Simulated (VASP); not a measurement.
**Fe: single point with PBEsol**

Fe:

```xyz
2
Lattice="2.2165 0.0000 0.0000 -1.1082 1.9195 0.0000 0.0000 0.0000 3.5234" Properties=species:S:1:pos:R:3 pbc="T T T"
Fe    0.0000    1.2797    0.8809
Fe    1.1082    0.6398    2.6426
```

This isn't the form of Fe at room conditions, which is bcc.

```json
{"Program": "VASP 6.6.1", "Task": "single point", "Functional": "PBEsol", "Potentials or basis": "VASP PAW PBE potentials, release 64 (Fe_sv)", "Cutoff": "690 eV", "k mesh": "20 × 20 × 11", "Occupations": "fermi-dirac, width 0.08 eV", "Spin": "collinear spin, ferromagnetic start", "Starting moments": "[2.5, 2.5] μB", "Dipole correction": "no", "Further INCAR settings": "ALGO = Normal; EDIFF = 1e-06; NBANDS = 27"}
```

The pressure is 156.8 GPa. The band gap on the k mesh is zero (filled and empty bands overlap). The net moment is 0.00 μB per cell and the valence electrons inside the program's atomic spheres are Fe 14.15.

Stress tensor (GPa, compression positive):
```
156.82   0.00   0.00
  0.00 156.82   0.00
  0.00   0.00 156.70
```

Levels at points of the mesh, in eV from the Fermi level:
Spin up:
| k point | band 13 | band 14 | band 15 | band 16 | band 17 | band 18 | band 19 | band 20 |
| --- | --- | --- | --- | --- | --- | --- | --- | --- |
| (0.00, 0.00, 0.00) | -2.47 | -1.90 | -1.90 | -1.30 | -1.30 | 0.74 | 1.10 | 1.10 |
| (0.50, 0.00, 0.00) | -2.66 | -2.34 | -1.65 | 1.33 | 1.68 | 1.71 | 4.02 | 7.03 |
Spin down:
```csv
k point,band 14,band 15,band 16,band 17,band 18,band 19
"(0.00, 0.00, 0.00)",-1.90,-1.90,-1.30,-1.30,0.74,1.10
"(0.50, 0.00, 0.00)",-2.34,-1.65,1.33,1.69,1.71,4.02
```

Run time: 2.5 min on 1 thread of Intel(R) Xeon(R) Platinum 8488C (Sapphire Rapids), on a shared host, peak memory 0.31 GiB.

Caveat: the cell stands under pressure; the moments typed at the start vanished in this run; the PAW data sets were made with another functional, which shifts forces and pressure a little.
